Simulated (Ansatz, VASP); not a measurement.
One calculation of InSe, two programs

INCAR

```
SYSTEM = InSe
  PREC = Accurate
  ENCUT = 520
  EDIFF = 1E-6
  ISMEAR = 0
  SIGMA = 0.03
  LREAL = .False.
  LASPH = .True.
  NELM = 60
  ALGO = Normal
  ISIF = 2
  LWAVE = .False.
  LCHARG = .False.
  GGA = PE
  IVDW = 12
  NBANDS = 27
  LUSENCCL = .False.
```

File KPOINTS:

```
regular mesh
0
Gamma
  12 12 12
  0 0 0
```

Contents of POSCAR:

```
InSe
1.0
    1.9856399637      1.1464097675      8.5778459173
   -1.9856399637      1.1464097675      8.5778459173
    0.0000000000     -2.2928195351      8.5778459173
In Se
2 2
Direct
    0.0000475051      0.0000475051      0.0000475051
    0.1121766890      0.1121766890      0.1121766890
    0.6151385375      0.6151385375      0.6151385375
    0.8303372684      0.8303372684      0.8303372684
```

Input for Ansatz:

```yaml
crystal:
  lattice:
    - [1.9856399637, 1.1464097675, 8.5778459173]
    - [-1.9856399637, 1.1464097675, 8.5778459173]
    - [0.0, -2.2928195351, 8.5778459173]
  atoms:
    - { symbol: In, position: [4.75051e-05, 4.75051e-05, 4.75051e-05] }
    - { symbol: In, position: [0.112176689, 0.112176689, 0.112176689] }
    - { symbol: Se, position: [0.6151385375, 0.6151385375, 0.6151385375] }
    - { symbol: Se, position: [0.8303372684, 0.8303372684, 0.8303372684] }
basis:
  ecutwfc: 420
kpoints:
  mp_grid: { grid: [12, 12, 12] }
hamiltonian:
  xc: pbe
  dispersion: d3bj
scf:
  occupations: { method: gaussian, width: 0.03 }
output:
  forces: true
  stress: true
  eigenvalues: true
```

Alike in both runs: task single point; functional PBE; dispersion D3(BJ); k mesh 12 × 12 × 12; occupations gaussian, width 0.03 eV; no spin polarisation.

```csv
,VASP,Ansatz
version,VASP 6.6.1,Ansatz 0.2.0
potentials or method,"VASP PAW PBE potentials, release 64 (In_d, Se), cutoff 520 eV","scalar-relativistic, plane waves, PAW"
valence electrons in the cell,38,58
```

|  | VASP | Ansatz | Ansatz less VASP |
| --- | --- | --- | --- |
| gap on the k mesh at the Fermi level (eV) | 0.58 | 0.59 | +0.012 |
| least direct gap on the mesh (eV) | 0.58 | 0.59 | +0.012 |
| pressure (GPa) | 0.2 | 0.1 | -0.03 |
| traceless stress, the component that is largest in VASP (GPa) | -2.09 | -2.09 | 0.000 |
| rms of the force components (eV/Å) | 0.159 | 0.153 | -0.0055 |

Atom by atom the forces differ by 0.008 eV/Å (rms over components). VASP's potentials hold 38 valence electrons a cell and Ansatz's 58, so a difference there can come from the potentials and not from the codes.
